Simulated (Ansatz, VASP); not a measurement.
## Two plane-wave programs on Al4P

INCAR

```
PREC     = Accurate       # precision mode
ENCUT    = 600            # plane-wave cutoff, eV
EDIFF    = 1E-6           # SCF threshold, eV
ISMEAR   = 0              # smearing method
SIGMA    = 0.1            # smearing width, eV
LREAL    = False          # projectors in reciprocal space
LASPH    = True           # aspherical terms in the spheres
NELM     = 100            # most SCF steps
ALGO     = Normal         # electronic algorithm
ISIF     = 3              # what is computed and relaxed
LWAVE    = False          # write WAVECAR
LCHARG   = False          # write CHGCAR
GGA      = PE             # functional
IBRION   = 2              # ionic algorithm
NSW      = 100            # ionic steps
EDIFFG   = -0.01          # ionic threshold
```

File KPOINTS:

```
Automatic mesh
0
Gamma
  10 10 10
```

File POSCAR:

```
Al4P
1.0
   -2.5018953914      2.5018953914      3.7310667094
    2.5018953914     -2.5018953914      3.7310667094
    2.5018953914      2.5018953914     -3.7310667094
Al P
4 1
Direct
    0.3183657211      0.3183657211      0.0000000000
    0.6816342789      0.6816342789      0.0000000000
    0.5000000000      0.0000000000      0.5000000000
    0.0000000000      0.5000000000      0.5000000000
    0.0000000000      0.0000000000      0.0000000000
```

Input for Ansatz:

```yaml
crystal:
  lattice:
    - [-2.5018953914, 2.5018953914, 3.7310667094]
    - [2.5018953914, -2.5018953914, 3.7310667094]
    - [2.5018953914, 2.5018953914, -3.7310667094]
  atoms:
    - { symbol: Al, position: [0.3183657211, 0.3183657211, 0.0] }
    - { symbol: Al, position: [0.6816342789, 0.6816342789, 0.0] }
    - { symbol: Al, position: [0.5, 0.0, 0.5] }
    - { symbol: Al, position: [0.0, 0.5, 0.5] }
    - { symbol: P, position: [0.0, 0.0, 0.0] }
basis:
  ecutwfc: 420
kpoints:
  mp_grid: { grid: [10, 10, 10] }
hamiltonian:
  xc: pbe
scf:
  occupations: { method: gaussian, width: 0.1 }
output:
  forces: true
  stress: true
  eigenvalues: true
  write_density: true
  write_potential: true
  elf: true
  volumetric_format: npy
relax:
  adjacent_minimum: "off"
  f_tol: 0.01
  max_steps: 80
  cell: { stress_tol: 0.05 }
```

Change from the starting cell: species swapped into the SnF4 type (I4/mmm, No. 139).

Alike in both runs: task relaxation of cell and atoms; functional PBE; k mesh 10 × 10 × 10; occupations gaussian, width 0.1 eV; no spin polarisation.

```csv
,VASP,Ansatz
version,VASP 6.6.1,Ansatz 0.2.0
potentials or method,"VASP PAW PBE potentials, release 64 (Al, P), cutoff 600 eV","scalar-relativistic, plane waves, PAW"
valence electrons in the cell,17,17
```

```tsv
	VASP	Ansatz	Ansatz less VASP
gap on the k mesh at the Fermi level, each at its own relaxed structure (eV)	none	none	-
relaxed volume (Å³/atom)	18.76	18.78	+0.019
relaxed cell length with the largest relative difference (Å)	5.139	5.141	+0.0020
```

A gap of «none» marks a metal or a gap that the smearing closes.

Noted on VASP's run: too few bands were computed for a metal, which touches its energy and stress.
